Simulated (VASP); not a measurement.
# GaN (I-4m2) in VASP: a series of runs

Runs on GaN. Level: r2SCAN. Tasks: single point.

Everything below comes from runs of VASP 6.6.1. Logs are shortened: lines on timing, memory, paths and dates and some standing lists are left out, and cuts for length are marked.

### Step 1. The cell of the first run

It takes space group I-4m2 (No. 119, tetragonal). The conventional cell has a = 3.180 Å, b = 3.180 Å, c = 4.363 Å, α = 90.00°, β = 90.00°, γ = 90.00°. Within 2.6 Å of Ga (site symmetry -4m2) lie 4 N at 1.93 Å. Within 2.6 Å of N (site symmetry -4m2) lie 4 Ga at 1.93 Å.

### Step 2. Single point, r2SCAN (strain -0.0300 x Voigt [0, 0, 1, 0, 0, 0])

POSCAR

```
GaN
1.0
    0.0000000000      2.2489367673      2.1814686643
    2.2489367673      0.0000000000      2.1814686643
    2.2489367673      2.2489367673      0.0000000000
Ga N
1 1
Direct
    0.0000000000      0.0000000000      0.0000000000
    0.7500000000      0.7500000000      0.7500000000
```

INCAR.step1

```
SYSTEM = GaN
  ALGO = Normal
  EDIFF = 1E-4
  ENCUT = 520
  GGA = PE
  ISMEAR = 0
  LASPH = .True.
  LCHARG = .False.
  LREAL = .False.
  LWAVE = .True.
  NBANDS = 16
  NELM = 80
  PREC = Accurate
  SIGMA = 0.05
```

INCAR.step2

```
SYSTEM = GaN
  ALGO = Normal
  EDIFF = 1E-6
  ENCUT = 520
  ISIF = 2
  ISMEAR = 0
  ISTART = 1
  LASPH = .True.
  LCHARG = .False.
  LMIXTAU = .True.
  LREAL = .False.
  LWAVE = .False.
  METAGGA = R2SCAN
  NBANDS = 16
  NELM = 80
  PREC = Accurate
  SIGMA = 0.05
```

KPOINTS

```
k-points
0
Gamma
  10 10 10
  0 0 0
```

Potentials or basis: VASP PAW PBE potentials, release 64 (Ga_d, N).

Started as:

```bash
> cat potpaw_PBE.64/Ga_d/POTCAR potpaw_PBE.64/N/POTCAR > POTCAR
> cp INCAR.step1 INCAR
> mpirun -np 1 vasp_std > vasp.out
> cp INCAR.step2 INCAR
> mpirun -np 1 vasp_std > vasp.out
```

OUTCAR:

```text
SYSTEM = GaN
   EDIFF = 1E-6
   ENCUT = 520
   ISIF = 2
   ISMEAR = 0
   ISTART = 1
   LASPH = .True.
   LREAL = .False.
   METAGGA = R2SCAN
   NELM = 80
   PREC = Accurate

 ion  position               nearest neighbor table
   1  0.000  0.000  0.000-   2 1.93   2 1.93   2 1.93   2 1.93
   2  0.750  0.750  0.750-   1 1.93   1 1.93   1 1.93   1 1.93

  LATTYP: Found a body centered tetragonal cell.
 ALAT       =     3.1804768772
 C/A-ratio  =     1.3717871555

  Lattice vectors:

 A1 = (   0.0000000000,  -2.2489367673,  -2.1814686643)
 A2 = (   0.0000000000,   2.2489367673,  -2.1814686643)
 A3 = (   2.2489367673,   0.0000000000,   2.1814686643)

Analysis of symmetry for initial positions (statically):
=====================================================================
 Subroutine PRICEL returns:
 Original cell was already a primitive cell.

 Routine SETGRP: Setting up the symmetry group for a
 body centered tetragonal supercell.

 Subroutine GETGRP returns: Found  8 space group operations
 (whereof  8 operations were pure point group operations)
 out of a pool of 16 trial point group operations.

The static configuration has the point symmetry D_2d.

Analysis of symmetry for dynamics (positions and initial velocities):
=====================================================================
 Subroutine PRICEL returns:
 Original cell was already a primitive cell.

 Routine SETGRP: Setting up the symmetry group for a
 body centered tetragonal supercell.

 Subroutine GETGRP returns: Found  8 space group operations
 (whereof  8 operations were pure point group operations)
 out of a pool of 16 trial point group operations.

The dynamic configuration has the point symmetry D_2d.

 Subroutine INISYM returns: Found  8 space group operations
 (whereof  8 operations are pure point group operations),
 and found     1 'primitive' translations

----------------------------------------------------------------------------------------

                                     Primitive cell

  volume of cell :      22.0665

  direct lattice vectors                    reciprocal lattice vectors
     0.000000000  2.248936767  2.181468664    -0.222327283  0.222327283  0.229203384
     2.248936767  0.000000000  2.181468664     0.222327283 -0.222327283  0.229203384
     2.248936767  2.248936767  0.000000000     0.222327283  0.222327283 -0.229203384

  length of vectors
     3.133132955  3.133132955  3.180476877     0.389092576  0.389092576  0.389092576
[... 80 lines left out ...]
   NELM   =     80;   NELMIN=  2; NELMDL=  0     # of ELM steps
   EDIFF  = 0.1E-05   stopping-criterion for ELM
   LREAL  =      F    real-space projection
   EDIFFG = 0.1E-04   stopping-criterion for IOM
   NSW    =      0    number of steps for IOM
   IBRION =     -1    ionic relax: 0-MD 1-quasi-New 2-CG
   NFREE  =      0    steps in history (QN), initial steepest desc. (CG)
   ISIF   =      2    stress and relaxation
   ISYM   =      2    0-nonsym 1-usesym 2-fastsym
   POTIM  = 0.5000    time-step for ionic-motion
   TEBEG  =    0.0;   TEEND  =   0.0 temperature during run
   PSTRESS=    0.0 pullay stress
   NELECT =      18.0000    total number of electrons
   NUPDOWN=      -1.0000    fix difference up-down
   EMIN   =  10.00;   EMAX   =-10.00  energy-range for DOS
   EFERMI =   0.00;   METHOD = LEGACY
   ISMEAR =     0;   SIGMA  =   0.05  broadening in eV -4-tet -1-fermi 0-gaus
   EFERMI_NEDOS =   21; number of points for ismear=-14 and -15
   IALGO  =     38    algorithm
   IMIX   =      4    mixing-type and parameters
     AMIX     =   0.40;   BMIX     =  1.00
     AMIX_MAG =   1.60;   BMIX_MAG =  1.00
  volume/ion in A,a.u.               =      11.03        74.46
  Fermi-wavevector in a.u.,A,eV,Ry     =   1.529635  2.890591 31.834688  2.339784
  Thomas-Fermi vector in A             =   2.637229
   LORBIT       =      0    0 simple, 1 ext, 2 COOP (PROOUT), +10 PAW based schemes
   METAGGA = R2SCAN    functional components
   LHFCALC =     F    Hartree Fock is set to
   AEXX    =    0.0000 exact exchange contribution
   IVDW    =     0    specifies the selected vdW correction
   LEPSILON=     F    determine dielectric tensor
   LRPA    =     F    only Hartree local field effects (RPA)
 non-spin polarized calculation
 Gauss-broadening in eV      SIGMA  =   0.05
  energy-cutoff  :      520.00
  volume of cell :       22.07
 maximum number of plane-waves:       612
   NGX = 11   NGY = 11   NGZ = 11

 number of electron      18.0000011 magnetization

 Free energy of the ion-electron system (eV)
  ---------------------------------------------------
  ext. energy  EPLUGINS =         0.00000000
  ---------------------------------------------------
  free energy    TOTEN  =       -21.87245611 eV

  energy without entropy =      -21.87245611  energy(sigma->0) =      -21.87245611

 E-fermi :   5.8442     XC(G=0): -12.8526

 val. band max:        5.5128510237   @ k =   0.0000   0.0000   0.0000
 cond. band min:       7.7826712355   @ k =   0.0000   0.0000   0.0000
 fundamental gap:      2.2698202118
 Fermi energy:         5.8441573851

 k-point     1 :       0.0000    0.0000    0.0000
  band No.  band energies     occupation
      1     -11.6291      2.00000
      2      -8.4544      2.00000
      3      -8.4544      2.00000
      4      -8.4216      2.00000
      5      -8.0540      2.00000
      6      -8.0508      2.00000
[... 433 lines left out ...]
      3      -8.1890      2.00000
      4      -8.1851      2.00000
      5      -7.9765      2.00000
      6      -7.1873      2.00000
[... 8 lines left out ...]
     15      28.8606      0.00000
     16      29.2648      0.00000

 [... further k-points ...]

------------------------ aborting loop because EDIFF is reached ----------------------------------------

  FORCE on cell =-STRESS in cart. coord.  units (eV):
  Direction    XX          YY          ZZ          XY          YZ          ZX
  --------------------------------------------------------------------------------------
  -------------------------------------------------------------------------------------
  Total        0.8631134      0.8631134      1.3582894      0.0000000     -0.0000000      0.0000000
  in kB       62.6678794     62.6678794     98.6210078      0.0000000     -0.0000000      0.0000000
  external PRESSURE =      74.6522555 kB  Pullay stress =       0.0000000 kB

 VOLUME and BASIS-vectors are now :
 -----------------------------------------------------------------------------
  energy-cutoff  :      520.00
  volume of cell :       22.07
      direct lattice vectors                 reciprocal lattice vectors
     0.000000000  2.248936767  2.181468664    -0.222327283  0.222327283  0.229203384
     2.248936767  0.000000000  2.181468664     0.222327283 -0.222327283  0.229203384
     2.248936767  2.248936767  0.000000000     0.222327283  0.222327283 -0.229203384

 POSITION                                       TOTAL-FORCE (eV/Angst)
 -----------------------------------------------------------------------------------
      0.00000      0.00000      0.00000        -0.000000     -0.000000     -0.000000
      3.37341      3.37341      3.27220         0.000000      0.000000      0.000000
 -----------------------------------------------------------------------------------
    total drift:                               -0.000008     -0.000008     -0.000009

  FREE ENERGIE OF THE ION-ELECTRON SYSTEM (eV)
  ---------------------------------------------------
  free  energy   TOTEN  =       -21.8724561106 eV

  energy  without entropy=      -21.8724561106  energy(sigma->0) =      -21.87245611
```

OUTCAR.step1:

```text
SYSTEM = GaN
   EDIFF = 1E-4
   ENCUT = 520
   GGA = PE
   ISMEAR = 0
   LASPH = .True.
   LREAL = .False.
[... 677 lines left out ...]
      0.00000      0.00000      0.00000        -0.000000     -0.000000      0.000000
      3.37341      3.37341      3.27220         0.000000      0.000000      0.000000
 -----------------------------------------------------------------------------------
    total drift:                               -0.000001     -0.000001      0.000001

  FREE ENERGIE OF THE ION-ELECTRON SYSTEM (eV)
  ---------------------------------------------------
  free  energy   TOTEN  =       -12.0931509295 eV

  energy  without entropy=      -12.0931509294  energy(sigma->0) =      -12.09315093
```

It took 42 s on 1 thread of Intel Xeon 6975P-C (Granite Rapids), shared host; peak memory 0.17 GiB.

Results:

```yaml
Free_energy: -21.8725 eV
Pressure: 7.5 GPa
Band_gap_on_the_k_mesh: 2.27 eV, direct
```

Levels at points of the mesh, in eV from the valence-band top:
| k point | band 6 | band 7 | band 8 | band 9 | band 10 | band 11 | band 12 | band 13 |
| --- | --- | --- | --- | --- | --- | --- | --- | --- |
| (0.00, 0.00, 0.00) | -13.56 | -0.14 | -0.14 | 0.00 | 2.27 | 11.10 | 11.19 | 11.19 |
| (0.50, 0.00, 0.00) | -12.43 | -7.49 | -1.25 | -1.02 | 5.31 | 9.55 | 10.87 | 11.38 |
| (0.50, 0.50, 0.00) | -11.94 | -6.23 | -3.17 | -3.17 | 3.56 | 7.02 | 13.10 | 15.14 |
| (0.50, 0.00, 0.50) | -12.11 | -6.58 | -2.93 | -2.91 | 3.77 | 7.55 | 12.61 | 14.93 |

Caveat: the cell differs from its parent crystal (strain -0.0300 x Voigt [0, 0, 1, 0, 0, 0]); the PAW data sets were made with another functional, which shifts forces and pressure a little.

### Step 3. Single point, r2SCAN (strain -0.0150 x Voigt [0, 0, 1, 0, 0, 0])

POSCAR

```
GaN
1.0
    0.0000000000      2.2489367673      2.2152027158
    2.2489367673      0.0000000000      2.2152027158
    2.2489367673      2.2489367673      0.0000000000
Ga N
1 1
Direct
    0.0000000000      0.0000000000      0.0000000000
    0.7500000000      0.7500000000      0.7500000000
```

INCAR.step1

```
SYSTEM = GaN
PREC = Accurate
ENCUT = 520
ISMEAR = 0
SIGMA = 0.05
LREAL = .False.
LASPH = .True.
NELM = 80
NBANDS = 16
GGA = PE
ALGO = Normal
EDIFF = 1E-4
LWAVE = .True.
LCHARG = .False.
```

INCAR.step2

```
SYSTEM = GaN
PREC = Accurate
ENCUT = 520
EDIFF = 1E-7
ISMEAR = 0
SIGMA = 0.05
LREAL = .False.
LASPH = .True.
NELM = 80
ALGO = Normal
ISIF = 2
LWAVE = .False.
LCHARG = .False.
METAGGA = R2SCAN
LMIXTAU = .True.
NBANDS = 16
ISTART = 1
```

KPOINTS

```
Automatic mesh
0
Gamma
  10 10 10
  0 0 0
```

Potentials or basis: VASP PAW PBE potentials, release 64 (Ga_d, N).

Started as:

```bash
> cat potpaw_PBE.64/Ga_d/POTCAR potpaw_PBE.64/N/POTCAR > POTCAR
> cp INCAR.step1 INCAR
> mpirun -np 1 vasp_std > vasp.out
> cp INCAR.step2 INCAR
> mpirun -np 1 vasp_std > vasp.out
```

Run time: 53 s. Hardware: 1 thread of Intel Xeon 6975P-C (Granite Rapids), shared host; peak memory 0.16 GiB.

It converged, with:

```yaml
Free_energy: -21.8891 eV
Pressure: 4.2 GPa
Band_gap_on_the_k_mesh: 2.21 eV, direct
```

Stress tensor (GPa, compression positive):
```
3.57 0.00 0.00
0.00 3.57 0.00
0.00 0.00 5.47
```

Levels at points of the mesh, in eV from the valence-band top:
| k point | band 7 | band 8 | band 9 | band 10 | band 11 | band 12 |
| --- | --- | --- | --- | --- | --- | --- |
| (0.00, 0.00, 0.00) | -0.07 | -0.07 | 0.00 | 2.21 | 11.07 | 11.11 |
| (0.50, 0.00, 0.00) | -7.34 | -1.13 | -1.01 | 5.26 | 9.51 | 10.95 |
| (0.50, 0.50, 0.00) | -6.24 | -2.98 | -2.98 | 3.66 | 7.15 | 12.85 |
| (0.50, 0.00, 0.50) | -6.41 | -2.87 | -2.86 | 3.76 | 7.41 | 12.62 |

Caveat: the cell differs from its parent crystal (strain -0.0150 x Voigt [0, 0, 1, 0, 0, 0]); the PAW data sets were made with another functional, which shifts forces and pressure a little.

### Step 4. Single point, r2SCAN (strain +0.0150 x Voigt [0, 0, 1, 0, 0, 0])

POSCAR

```
GaN
1.0
    0.0000000000      2.2489367673      2.2826708188
    2.2489367673      0.0000000000      2.2826708188
    2.2489367673      2.2489367673      0.0000000000
Ga N
1 1
Direct
    0.0000000000      0.0000000000      0.0000000000
    0.7500000000      0.7500000000      0.7500000000
```

INCAR.step1

```
ALGO = Normal ; EDIFF = 1E-4
ENCUT = 520 ; GGA = PE
ISMEAR = 0 ; LASPH = True
LCHARG = False ; LREAL = False
LWAVE = True ; NBANDS = 16
NELM = 60 ; PREC = Accurate
SIGMA = 0.05
```

INCAR.step2

```
ALGO = Normal ; EDIFF = 1E-7
ENCUT = 520 ; ISIF = 2
ISMEAR = 0 ; ISTART = 1
LASPH = True ; LCHARG = True
LELF = True ; LMIXTAU = True
LREAL = False ; LVHAR = True
LWAVE = False ; METAGGA = R2SCAN
NBANDS = 16 ; NELM = 60
PREC = Accurate ; SIGMA = 0.05
```

KPOINTS

```
k-points
0
Gamma
  10 10 10
```

Started as:

```bash
> cat potpaw_PBE.64/Ga_d/POTCAR potpaw_PBE.64/N/POTCAR > POTCAR
> cp INCAR.step1 INCAR
> mpirun -np 1 vasp_std > vasp.out
> cp INCAR.step2 INCAR
> mpirun -np 1 vasp_std > vasp.out
```

Wall time 57 s (1 thread of Intel Xeon 6975P-C (Granite Rapids), shared host); peak memory 0.17 GiB.

It converged, with:

```
Free energy            : -21.8945 eV
Pressure               : -1.8 GPa
Band gap on the k mesh : 2.04 eV, direct
```

Stress tensor (GPa, compression positive):
```
-1.11  0.00  0.00
 0.00 -1.11  0.00
 0.00  0.00 -3.09
```

Levels at points of the mesh, in eV from the valence-band top:
| k point | band 7 | band 8 | band 9 | band 10 | band 11 | band 12 |
| --- | --- | --- | --- | --- | --- | --- |
| (0.00, 0.00, 0.00) | -0.07 | 0.00 | 0.00 | 2.04 | 10.91 | 10.91 |
| (0.50, 0.00, 0.00) | -7.12 | -1.07 | -0.95 | 5.07 | 9.37 | 10.82 |
| (0.50, 0.50, 0.00) | -6.31 | -2.70 | -2.70 | 3.81 | 7.33 | 12.35 |
| (0.50, 0.00, 0.50) | -6.15 | -2.82 | -2.81 | 3.71 | 7.08 | 12.56 |

Caveat: the cell differs from its parent crystal (strain +0.0150 x Voigt [0, 0, 1, 0, 0, 0]); the PAW data sets were made with another functional, which shifts forces and pressure a little.

(Continued in part 2 of 3.)
